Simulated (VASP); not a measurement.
A run of VASP 6.6.1 is set up as follows.

File POSCAR:

```
Al
1.0
    5.7565490000     -1.0907480000      0.1735100000
   -1.0345190000      5.7755010000      0.0738070000
    0.1486820000      0.0642110000      6.1702750000
Al
11
Direct
    0.2658693695      0.1065005209      0.4038819335
    0.7711897091      0.7200135368      0.4369151587
    0.6105468255      0.4199201935      0.1095773927
    0.7849717680      0.2064633421      0.4223435786
    0.9299654036      0.0146007833      0.7596743118
    0.1189056284      0.3180523601      0.0687771111
    0.2721774970      0.5853584154      0.4186384873
    0.4489801688      0.1171769985      0.7860865928
    0.5999583231      0.9059701410      0.1056755327
    0.9273487702      0.5046353901      0.7554890647
    0.0906409299      0.7986424685      0.0862588616
```

INCAR.step1

```
ALGO = Normal
EDIFF = 1E-4
ENCUT = 520
GGA = PE
ISMEAR = 0
LASPH = T
LCHARG = F
LREAL = F
LWAVE = T
NBANDS = 28
NELM = 100
PREC = Accurate
SIGMA = 0.1
```

The input INCAR.step2:

```
ALGO = Normal
EDIFF = 1E-6
ENCUT = 520
ISIF = 2
ISMEAR = 0
ISTART = 1
LASPH = T
LCHARG = F
LMIXTAU = T
LREAL = F
LWAVE = F
METAGGA = R2SCAN
NBANDS = 28
NELM = 100
PREC = Accurate
SIGMA = 0.1
```

File KPOINTS:

```
k-points
0
Gamma
  6 6 6
```

Potentials or basis: VASP PAW PBE potentials, release 64 (Al).

Command:

```console
$ cat potpaw_PBE.64/Al/POTCAR > POTCAR
$ cp INCAR.step1 INCAR
$ mpirun -np 1 vasp_std > vasp.out
$ cp INCAR.step2 INCAR
$ mpirun -np 1 vasp_std > vasp.out
```

Task: Predict the largest force.

Result: 0.267 eV/Å.

Task: Predict the pressure.

Result: 0.0 GPa.

Task: What does it give for the band gap on the k mesh?

Result: Zero (an odd number of electrons rules out a gap without spin polarisation).

Stress tensor (GPa, compression positive):
```
-2.27 -0.36  1.39
-0.36 -1.49 -0.06
 1.39 -0.06  3.81
```

Caveat: the PAW data sets were made with another functional, which shifts forces and pressure a little.
